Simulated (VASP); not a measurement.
Wanted: the native input for a VASP 6.6.1 run.

```
Task                   : relaxation of cell and atoms
Functional             : PBE
Potentials or basis    : VASP PAW PBE potentials, release 64 (Na_pv, Tm_3, Sb), 4f in core
Cutoff                 : 500 eV
k mesh                 : 4 × 4 × 12
Occupations            : gaussian, width 0.1 eV
Spin                   : no spin polarisation
Dipole correction      : no
Further INCAR settings : ALGO = Normal; EDIFF = 1e-07; IBRION = 2; EDIFFG = -0.01; NSW = 100; ISIF = 3
```

The structure of Na4TmSb lies in POSCAR:

```
Na4TmSb
1.0
    9.2126319296      0.0000000000      0.0000000000
    0.0000000000      9.2126319296      0.0000000000
    0.0000000000      0.0000000000      3.2251287216
Na Tm Sb
4 1 1
Direct
    0.2676137726      0.2676137726      0.5000000000
    0.7323862274      0.7323862274      0.5000000000
    0.2676137726      0.7323862274      0.5000000000
    0.7323862274      0.2676137726      0.5000000000
    0.0000000000      0.0000000000      0.5000000000
    0.5000000000      0.5000000000      0.5000000000
```

The cell was generated, and may not be a known phase.

These files were run (other wordings do the same):

INCAR

```
SYSTEM = Na4TmSb
PREC = Accurate
ENCUT = 500
EDIFF = 1E-7
ISMEAR = 0
SIGMA = 0.1
LREAL = .False.
LASPH = .True.
NELM = 200
ALGO = Normal
ISIF = 3
LWAVE = .False.
LCHARG = .False.
GGA = PE
IBRION = 2
NSW = 100
EDIFFG = -0.01
GGA_COMPAT = .False.
NELMIN = 4
LMAXMIX = 6
```

KPOINTS

```
Automatic mesh
0
Gamma
  4 4 12
  0 0 0
```

Potentials or basis: VASP PAW PBE potentials, release 64 (Na_pv, Tm_3, Sb), 4f in core.

The run is started by

```bash
$ cat potpaw_PBE.64/Na_pv/POTCAR potpaw_PBE.64/Tm_3/POTCAR potpaw_PBE.64/Sb/POTCAR > POTCAR
$ mpirun -np 1 vasp_std > vasp.out
```

It gave:

```yaml
Relaxed_volume: 45.99 Å³/atom
Relaxed_cell: a = 9.198 Å, b = 9.198 Å, c = 3.262 Å, α = 90.00°, β = 90.00°, γ = 90.00°
Space_group_after_relaxing_to_0.1_Å: P4/mmm (No. 123)
Energy_gained_by_relaxing: 0.7 meV/atom
Ionic_steps: 3
Pressure_after_relaxing: 0.0 GPa
Largest_force_after_relaxing: 0.003 eV/Å
Band_gap_on_the_k_mesh: zero (bands 21 and 22 overlap by 0.40 eV)
```

Caveat: spin-orbit coupling is left out, which moves the levels of the heavy elements; the 4f electrons are frozen in the core, so they carry no moment and show no levels.

Run time: 5.9 min on 1 thread of Intel(R) Xeon(R) 6975P-C (Granite Rapids) (shared host), peak memory 0.54 GiB.
